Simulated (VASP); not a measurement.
# NaCl (Fm-3m) in VASP: settings compared

Aim: see how the results for NaCl move with the level of theory and the settings. Levels: r2SCAN, LDA. Tasks: single point.

All numbers are computed with VASP 6.6.1; they aren't measurements. Logs are shortened: lines on timing, memory, paths and dates and some standing lists are left out, and cuts for length are marked.

## (1) The cell of the first run

The structure is cubic, space group Fm-3m (No. 225). Conventional cell: a = 5.605 Å, b = 5.605 Å, c = 5.605 Å, α = 90.00°, β = 90.00°, γ = 90.00°. Within 3.7 Å of Na (site symmetry m-3m) lie 6 Cl at 2.80 Å. Cl (site symmetry m-3m) has 6 Na at 2.80 Å within 3.7 Å.

## (2) Single point, r2SCAN

POSCAR reads:

```
NaCl
1.0
    0.0000000000      2.8027319616      2.8027319616
    2.8027319616      0.0000000000      2.8027319616
    2.8027319616      2.8027319616      0.0000000000
Na Cl
1 1
Direct
    0.0000000000      0.0000000000      0.0000000000
    0.5000000000      0.5000000000      0.5000000000
```

INCAR.step1 reads:

```
PREC = Accurate
ENCUT = 520
ISMEAR = 0
SIGMA = 0.01
LREAL = F
LASPH = T
NELM = 100
NBANDS = 14
GGA = PE
ALGO = Normal
EDIFF = 1E-4
LWAVE = T
LCHARG = F
```

INCAR.step2 reads:

```
PREC = Accurate
ENCUT = 520
EDIFF = 1E-6
ISMEAR = 0
SIGMA = 0.01
LREAL = F
LASPH = T
NELM = 100
ALGO = Normal
ISIF = 2
LWAVE = F
LCHARG = F
METAGGA = R2SCAN
LMIXTAU = T
NBANDS = 14
ISTART = 1
```

KPOINTS reads:

```
Automatic mesh
0
Gamma
  2 2 2
```

Potentials or basis: VASP PAW PBE potentials, release 64 (Na_pv, Cl).

On the command line:

```sh
$ cat potpaw_PBE.64/Na_pv/POTCAR potpaw_PBE.64/Cl/POTCAR > POTCAR
$ cp INCAR.step1 INCAR
$ mpirun -np 1 vasp_std > vasp.out
$ cp INCAR.step2 INCAR
$ mpirun -np 1 vasp_std > vasp.out
```

OUTCAR:

```text
PREC = Accurate
   ENCUT = 520
   EDIFF = 1E-6
   ISMEAR = 0
   LREAL = F
   LASPH = T
   NELM = 100
   ISIF = 2
   METAGGA = R2SCAN
   ISTART = 1

 ion  position               nearest neighbor table
   1  0.000  0.000  0.000-
   2  0.500  0.500  0.500-

  LATTYP: Found a face centered cubic cell.
 ALAT       =     5.6054639232

  Lattice vectors:

 A1 = (   0.0000000000,   2.8027319616,   2.8027319616)
 A2 = (   2.8027319616,   0.0000000000,   2.8027319616)
 A3 = (   2.8027319616,   2.8027319616,   0.0000000000)

Analysis of symmetry for initial positions (statically):
=====================================================================
 Subroutine PRICEL returns:
 Original cell was already a primitive cell.

 Routine SETGRP: Setting up the symmetry group for a
 face centered cubic supercell.

 Subroutine GETGRP returns: Found 48 space group operations
 (whereof 48 operations were pure point group operations)
 out of a pool of 48 trial point group operations.

The static configuration has the point symmetry O_h .

Analysis of symmetry for dynamics (positions and initial velocities):
=====================================================================
 Subroutine PRICEL returns:
 Original cell was already a primitive cell.

 Routine SETGRP: Setting up the symmetry group for a
 face centered cubic supercell.

 Subroutine GETGRP returns: Found 48 space group operations
 (whereof 48 operations were pure point group operations)
 out of a pool of 48 trial point group operations.

The dynamic configuration has the point symmetry O_h .

 Subroutine INISYM returns: Found 48 space group operations
 (whereof 48 operations are pure point group operations),
 and found     1 'primitive' translations

----------------------------------------------------------------------------------------

                                     Primitive cell

  volume of cell :      44.0326

  direct lattice vectors                    reciprocal lattice vectors
     0.000000000  2.802731962  2.802731962    -0.178397366  0.178397366  0.178397366
     2.802731962  0.000000000  2.802731962     0.178397366 -0.178397366  0.178397366
     2.802731962  2.802731962  0.000000000     0.178397366  0.178397366 -0.178397366

  length of vectors
     3.963661552  3.963661552  3.963661552     0.308993302  0.308993302  0.308993302

  position of ions in fractional coordinates (direct lattice)
[... 66 lines left out ...]
   TEBEG  =    0.0;   TEEND  =   0.0 temperature during run
   PSTRESS=    0.0 pullay stress
   NELECT =      14.0000    total number of electrons
   NUPDOWN=      -1.0000    fix difference up-down
   EMIN   =  10.00;   EMAX   =-10.00  energy-range for DOS
   EFERMI =   0.00;   METHOD = LEGACY
   ISMEAR =     0;   SIGMA  =   0.01  broadening in eV -4-tet -1-fermi 0-gaus
   EFERMI_NEDOS =   21; number of points for ismear=-14 and -15
   IALGO  =     38    algorithm
   IMIX   =      4    mixing-type and parameters
     AMIX     =   0.40;   BMIX     =  1.00
     AMIX_MAG =   1.60;   BMIX_MAG =  1.00
  volume/ion in A,a.u.               =      22.02       148.57
  Fermi-wavevector in a.u.,A,eV,Ry     =   1.117359  2.111502 16.986744  1.248490
  Thomas-Fermi vector in A             =   2.253981
   LORBIT       =      0    0 simple, 1 ext, 2 COOP (PROOUT), +10 PAW based schemes
   METAGGA = R2SCAN    functional components
   LHFCALC =     F    Hartree Fock is set to
   AEXX    =    0.0000 exact exchange contribution
   IVDW    =     0    specifies the selected vdW correction
   LEPSILON=     F    determine dielectric tensor
   LRPA    =     F    only Hartree local field effects (RPA)
 non-spin polarized calculation
 Gauss-broadening in eV      SIGMA  =   0.01
  energy-cutoff  :      520.00
  volume of cell :       44.03
 maximum number of plane-waves:      1243
 NGX is ok and might be reduce to    30
   NGX = 15   NGY = 15   NGZ = 15

 number of electron      14.0000003 magnetization

 Free energy of the ion-electron system (eV)
  ---------------------------------------------------
  ext. energy  EPLUGINS =         0.00000000
  ---------------------------------------------------
  free energy    TOTEN  =       -13.54072369 eV

  energy without entropy =      -13.54072369  energy(sigma->0) =      -13.54072369

 E-fermi :  -0.7571     XC(G=0):  -8.6828

 val. band max:       -0.9061928067   @ k =   0.0000   0.0000   0.0000
 cond. band min:       5.0082465359   @ k =   0.0000   0.0000   0.0000
 fundamental gap:      5.9144393426
 Fermi energy:        -0.7570788474

 k-point     1 :       0.0000    0.0000    0.0000
  band No.  band energies     occupation
      1     -22.6087      2.00000
      2     -22.6083      2.00000
      3     -22.6083      2.00000
      4     -14.1517      2.00000
      5      -0.9062      2.00000
      6      -0.9062      2.00000
      7      -0.9062      2.00000
      8       5.0082      0.00000
      9      10.7831      0.00000
     10      10.7832      0.00000
     11      10.7832      0.00000
     12      13.0588      0.00000
     13      13.0588      0.00000
     14      14.6636      0.00000
[... 20 lines left out ...]
      1     -22.6285      2.00000
      2     -22.6167      2.00000
      3     -22.6165      2.00000
      4     -13.7339      2.00000
      5      -2.6650      2.00000
      6      -1.5413      2.00000
      7      -1.5413      2.00000
      8       7.4826      0.00000
      9       7.5949      0.00000
     10      11.3858      0.00000
     11      15.0985      0.00000
     12      15.0988      0.00000
     13      15.1352      0.00000
     14      16.9839      0.00000

------------------------ aborting loop because EDIFF is reached ----------------------------------------

  FORCE on cell =-STRESS in cart. coord.  units (eV):
  Direction    XX          YY          ZZ          XY          YZ          ZX
  --------------------------------------------------------------------------------------
  -------------------------------------------------------------------------------------
  Total        0.5092304      0.5092304      0.5092304      0.0000000     -0.0000000      0.0000000
  in kB       18.5289249     18.5289249     18.5289249      0.0000000     -0.0000000      0.0000000
  external PRESSURE =      18.5289249 kB  Pullay stress =       0.0000000 kB

 VOLUME and BASIS-vectors are now :
 -----------------------------------------------------------------------------
  energy-cutoff  :      520.00
  volume of cell :       44.03
      direct lattice vectors                 reciprocal lattice vectors
     0.000000000  2.802731962  2.802731962    -0.178397366  0.178397366  0.178397366
     2.802731962  0.000000000  2.802731962     0.178397366 -0.178397366  0.178397366
     2.802731962  2.802731962  0.000000000     0.178397366  0.178397366 -0.178397366

 POSITION                                       TOTAL-FORCE (eV/Angst)
 -----------------------------------------------------------------------------------
      0.00000      0.00000      0.00000         0.000000      0.000000      0.000000
      2.80273      2.80273      2.80273        -0.000000     -0.000000     -0.000000
 -----------------------------------------------------------------------------------
    total drift:                               -0.000000      0.000000      0.000000

  FREE ENERGIE OF THE ION-ELECTRON SYSTEM (eV)
  ---------------------------------------------------
  free  energy   TOTEN  =       -13.5407236902 eV

  energy  without entropy=      -13.5407236902  energy(sigma->0) =      -13.54072369
```

OSZICAR.step1:

```text
N       E                     dE             d eps       ncg     rms          rms(c)
DAV:   1     0.102345413988E+03    0.10235E+03   -0.67146E+03    84   0.995E+02
DAV:   2     0.100435714944E+01   -0.10134E+03   -0.90865E+02    90   0.265E+02
DAV:   3    -0.663717785439E+01   -0.76415E+01   -0.75873E+01   108   0.694E+01
DAV:   4    -0.675624280190E+01   -0.11906E+00   -0.11895E+00    96   0.947E+00
DAV:   5    -0.675906309180E+01   -0.28203E-02   -0.28200E-02    96   0.142E+00    0.236E+00
DAV:   6    -0.651137374708E+01    0.24769E+00   -0.35056E-01    90   0.364E+00    0.178E+00
DAV:   7    -0.649371805001E+01    0.17656E-01   -0.11485E-01   104   0.197E+00    0.126E+00
DAV:   8    -0.650210103448E+01   -0.83830E-02   -0.12146E-02    84   0.979E-01    0.326E-01
DAV:   9    -0.650197077888E+01    0.13026E-03   -0.29498E-04   108   0.135E-01    0.162E-01
DAV:  10    -0.650215757719E+01   -0.18680E-03   -0.32851E-04    90   0.144E-01    0.720E-02
DAV:  11    -0.650214963866E+01    0.79385E-05   -0.12097E-05    60   0.399E-02
   1 F= -.65021496E+01 E0= -.65021496E+01  d E =-.191087E-66
```

It took 11 s on 1 thread of AMD EPYC 9R45 (Zen 5), shared host; peak memory 0.13 GiB.

What came out:

- Free energy: -13.5407 eV
- Pressure: 1.9 GPa
- Band gap on the k mesh: 5.91 eV

Levels at points of the mesh, in eV from the valence-band top:
```
           k point  band 3  band 4  band 5  band 6  band 7  band 8  band 9  band 10  band 11  band 12
(0.00, 0.00, 0.00)  -21.70  -13.25    0.00    0.00    0.00    5.91   11.69    11.69    11.69    13.96
(0.50, 0.00, 0.00)  -21.70  -12.88   -2.01   -0.29   -0.29    7.89   11.71    11.72    11.72    15.98
(0.50, 0.50, 0.00)  -21.71  -12.83   -1.76   -0.64   -0.64    8.39    8.50    12.29    16.00    16.00
```

Caveat: the k points lie up to 0.97 Å⁻¹ apart; the PAW data sets were made with another functional, which shifts forces and pressure a little. r2SCAN opens gaps a little over a GGA but as a rule still falls short of measured ones.

## (3) Single point, r2SCAN

POSCAR is that of step 2.

INCAR.step1 reads:

```
SYSTEM = NaCl
  ALGO = Normal
  EDIFF = 1E-4
  ENCUT = 520
  GGA = PE
  ISMEAR = 0
  LASPH = .TRUE.
  LCHARG = .FALSE.
  LREAL = .FALSE.
  LWAVE = .TRUE.
  NBANDS = 14
  NELM = 60
  PREC = Accurate
  SIGMA = 0.01
```

INCAR.step2 reads:

```
SYSTEM = NaCl
  ALGO = Normal
  EDIFF = 1E-6
  ENCUT = 520
  ISIF = 2
  ISMEAR = 0
  ISTART = 1
  LASPH = .TRUE.
  LCHARG = .TRUE.
  LELF = .TRUE.
  LMIXTAU = .TRUE.
  LREAL = .FALSE.
  LVHAR = .TRUE.
  LWAVE = .FALSE.
  METAGGA = R2SCAN
  NBANDS = 14
  NELM = 60
  PREC = Accurate
  SIGMA = 0.01
```

KPOINTS reads:

```
k-points
0
G
  4 4 4
  0 0 0
```

Potentials or basis: VASP PAW PBE potentials, release 64 (Na_pv, Cl).

On the command line:

```sh
$ cat potpaw_PBE.64/Na_pv/POTCAR potpaw_PBE.64/Cl/POTCAR > POTCAR
$ cp INCAR.step1 INCAR
$ mpirun -np 1 vasp_std > vasp.out
$ cp INCAR.step2 INCAR
$ mpirun -np 1 vasp_std > vasp.out
```

OUTCAR:

```text
SYSTEM = NaCl
   EDIFF = 1E-6
   ENCUT = 520
   ISIF = 2
   ISMEAR = 0
   ISTART = 1
   LASPH = .TRUE.
   LREAL = .FALSE.
   METAGGA = R2SCAN
   NELM = 60
   PREC = Accurate

 ion  position               nearest neighbor table
   1  0.000  0.000  0.000-
   2  0.500  0.500  0.500-

  LATTYP: Found a face centered cubic cell.
 ALAT       =     5.6054639232

  Lattice vectors:

[... 302 lines left out ...]
     13      15.8395      0.00000
     14      16.2335      0.00000

------------------------ aborting loop because EDIFF is reached ----------------------------------------

  FORCE on cell =-STRESS in cart. coord.  units (eV):
  Direction    XX          YY          ZZ          XY          YZ          ZX
  --------------------------------------------------------------------------------------
  -------------------------------------------------------------------------------------
  Total       -0.0369108     -0.0369108     -0.0369108      0.0000000     -0.0000000     -0.0000000
  in kB       -1.3430407     -1.3430407     -1.3430407      0.0000000     -0.0000000     -0.0000000
  external PRESSURE =      -1.3430407 kB  Pullay stress =       0.0000000 kB

 VOLUME and BASIS-vectors are now :
 -----------------------------------------------------------------------------
  energy-cutoff  :      520.00
  volume of cell :       44.03
      direct lattice vectors                 reciprocal lattice vectors
     0.000000000  2.802731962  2.802731962    -0.178397366  0.178397366  0.178397366
     2.802731962  0.000000000  2.802731962     0.178397366 -0.178397366  0.178397366
     2.802731962  2.802731962  0.000000000     0.178397366  0.178397366 -0.178397366

 POSITION                                       TOTAL-FORCE (eV/Angst)
 -----------------------------------------------------------------------------------
      0.00000      0.00000      0.00000        -0.000000     -0.000000     -0.000000
      2.80273      2.80273      2.80273         0.000000      0.000000      0.000000
 -----------------------------------------------------------------------------------
    total drift:                               -0.000000      0.000000      0.000000

  FREE ENERGIE OF THE ION-ELECTRON SYSTEM (eV)
  ---------------------------------------------------
  free  energy   TOTEN  =       -13.7885630998 eV

  energy  without entropy=      -13.7885630998  energy(sigma->0) =      -13.78856310
```

OUTCAR.step1:

```text
SYSTEM = NaCl
   EDIFF = 1E-4
   ENCUT = 520
   GGA = PE
   ISMEAR = 0
   LASPH = .TRUE.
   LREAL = .FALSE.
[... 338 lines left out ...]
      0.00000      0.00000      0.00000         0.000000      0.000000      0.000000
      2.80273      2.80273      2.80273        -0.000000     -0.000000     -0.000000
 -----------------------------------------------------------------------------------
    total drift:                               -0.000000      0.000000      0.000000

  FREE ENERGIE OF THE ION-ELECTRON SYSTEM (eV)
  ---------------------------------------------------
  free  energy   TOTEN  =        -6.7675862553 eV

  energy  without entropy=       -6.7675862553  energy(sigma->0) =       -6.76758626
```

OSZICAR.step1:

```text
N       E                     dE             d eps       ncg     rms          rms(c)
DAV:   1     0.967557482121E+02    0.96756E+02   -0.71830E+03   224   0.103E+03
DAV:   2     0.122193137532E+01   -0.95534E+02   -0.89916E+02   242   0.273E+02
DAV:   3    -0.684020185837E+01   -0.80621E+01   -0.80082E+01   290   0.732E+01
DAV:   4    -0.696063516392E+01   -0.12043E+00   -0.12036E+00   266   0.944E+00
DAV:   5    -0.696306309268E+01   -0.24279E-02   -0.24278E-02   266   0.136E+00    0.216E+00
DAV:   6    -0.677358066707E+01    0.18948E+00   -0.31267E-01   266   0.327E+00    0.161E+00
DAV:   7    -0.676201774984E+01    0.11563E-01   -0.82704E-02   298   0.165E+00    0.110E+00
DAV:   8    -0.676760074133E+01   -0.55830E-02   -0.95429E-03   248   0.854E-01    0.296E-01
DAV:   9    -0.676748275787E+01    0.11798E-03   -0.21614E-04   284   0.114E-01    0.159E-01
DAV:  10    -0.676759715257E+01   -0.11439E-03   -0.30508E-04   254   0.137E-01    0.693E-02
DAV:  11    -0.676758625531E+01    0.10897E-04   -0.19130E-05   166   0.420E-02
   1 F= -.67675863E+01 E0= -.67675863E+01  d E =-.106483E-21
```

Wall time 18 s (1 thread of AMD EPYC 9R45 (Zen 5), shared host); peak memory 0.13 GiB.

What came out:

- Free energy: -13.7886 eV
- Pressure: -0.1 GPa
- Band gap on the k mesh: 6.00 eV

Caveat: the k points lie up to 0.49 Å⁻¹ apart; the PAW data sets were made with another functional, which shifts forces and pressure a little.

## (4) Single point, LDA

INCAR reads:

```
SYSTEM = NaCl
ALGO = Normal
EDIFF = 1E-6
ENCUT = 520
ISIF = 2
ISMEAR = 0
LASPH = .TRUE.
LCHARG = .FALSE.
LREAL = .FALSE.
LWAVE = .FALSE.
NBANDS = 14
NELM = 80
PREC = Accurate
SIGMA = 0.01
```

KPOINTS reads:

```
k-points
0
G
  6 6 6
  0 0 0
```

POSCAR is that of step 3.

Potentials or basis: VASP PAW LDA potentials, release 64 (Na_pv, Cl).

On the command line:

```sh
$ cat potpaw_LDA.64/Na_pv/POTCAR potpaw_LDA.64/Cl/POTCAR > POTCAR
$ mpirun -np 1 vasp_std > vasp.out
```

It took 4.9 s on 1 thread of AMD EPYC 9R45 (Zen 5), shared host; peak memory 0.11 GiB.

The run converged. Its results:

- Free energy: -7.3676 eV
- Pressure: -2.0 GPa
- Band gap on the k mesh: 4.77 eV

Levels at points of the mesh, in eV from the valence-band top:
```
           k point  band 3  band 4  band 5  band 6  band 7  band 8  band 9  band 10  band 11  band 12
(0.00, 0.00, 0.00)  -20.74  -12.63    0.00    0.00    0.00    4.77   10.86    10.86    10.86    13.12
(0.50, 0.00, 0.00)  -20.75  -12.25   -2.08   -0.29   -0.29    6.92   10.41    10.72    10.72    14.66
(0.50, 0.50, 0.00)  -20.75  -12.20   -1.79   -0.64   -0.64    7.22    7.72    11.06    14.49    14.49
```

Expect the measured gap to be larger: semilocal functionals such as LDA lack the derivative discontinuity.

## (5) Single point, r2SCAN

POSCAR is that of step 4.

INCAR.step1 reads:

```
SYSTEM = NaCl
PREC = Accurate ; ENCUT = 520
ISMEAR = 0 ; SIGMA = 0.01
LREAL = .False. ; LASPH = .True.
NELM = 80 ; NBANDS = 14
GGA = PE ; ALGO = Normal
EDIFF = 1E-4 ; LWAVE = .True.
LCHARG = .False.
```

INCAR.step2 reads:

```
SYSTEM = NaCl
PREC = Accurate ; ENCUT = 520
EDIFF = 1E-6 ; ISMEAR = 0
SIGMA = 0.01 ; LREAL = .False.
LASPH = .True. ; NELM = 80
ALGO = Normal ; ISIF = 2
LWAVE = .False. ; LCHARG = .True.
METAGGA = R2SCAN ; LMIXTAU = .True.
LELF = .True. ; LVHAR = .True.
NBANDS = 14 ; ISTART = 1
```

KPOINTS reads:

```
regular mesh
0
Gamma
  6 6 6
  0 0 0
```

Potentials or basis: VASP PAW PBE potentials, release 64 (Na_pv, Cl).

On the command line:

```sh
$ cat potpaw_PBE.64/Na_pv/POTCAR potpaw_PBE.64/Cl/POTCAR > POTCAR
$ cp INCAR.step1 INCAR
$ mpirun -np 1 vasp_std > vasp.out
$ cp INCAR.step2 INCAR
$ mpirun -np 1 vasp_std > vasp.out
```

It took 28 s on 1 thread of AMD EPYC 9R45 (Zen 5), shared host; peak memory 0.13 GiB.

Results (log left out):

```yaml
Free_energy: -13.7901 eV
Pressure: -0.1 GPa
Band_gap_on_the_k_mesh: 6.00 eV
```

Levels at points of the mesh, in eV from the valence-band top:
```
           k point  band 3  band 4  band 5  band 6  band 7  band 8  band 9  band 10  band 11  band 12
(0.00, 0.00, 0.00)  -21.49  -13.26    0.00    0.00    0.00    6.00   11.78    11.78    11.78    14.05
(0.50, 0.00, 0.00)  -21.49  -12.90   -1.98   -0.29   -0.29    7.98   11.77    11.81    11.81    16.11
(0.50, 0.50, 0.00)  -21.49  -12.85   -1.73   -0.63   -0.63    8.50    8.60    12.35    16.09    16.09
```

Caveat: the PAW data sets were made with another functional, which shifts forces and pressure a little. r2SCAN opens gaps a little over a GGA but as a rule still falls short of measured ones.

## (6) The runs side by side

| level | potentials or basis | k mesh | gap on the mesh (eV) | pressure (GPa) |
| --- | --- | --- | --- | --- |
| r2SCAN | VASP PAW PBE potentials, release 64 (Na_pv, Cl) | 2 × 2 × 2 | 5.91 | 1.9 |
| r2SCAN | VASP PAW PBE potentials, release 64 (Na_pv, Cl) | 4 × 4 × 4 | 6.00 | -0.1 |
| LDA | VASP PAW LDA potentials, release 64 (Na_pv, Cl) | 6 × 6 × 6 | 4.77 | -2.0 |
| r2SCAN | VASP PAW PBE potentials, release 64 (Na_pv, Cl) | 6 × 6 × 6 | 6.00 | -0.1 |

Alike in all rows: task single point; no spin polarisation; cell as given; cutoff (eV) 520; smearing gaussian 0.01 eV.

Caveats: some runs use coarse meshes; the PAW data sets were made with another functional, which shifts forces and pressure a little (at least some runs).

Absolute energies hang on the potentials; compare differences alone.
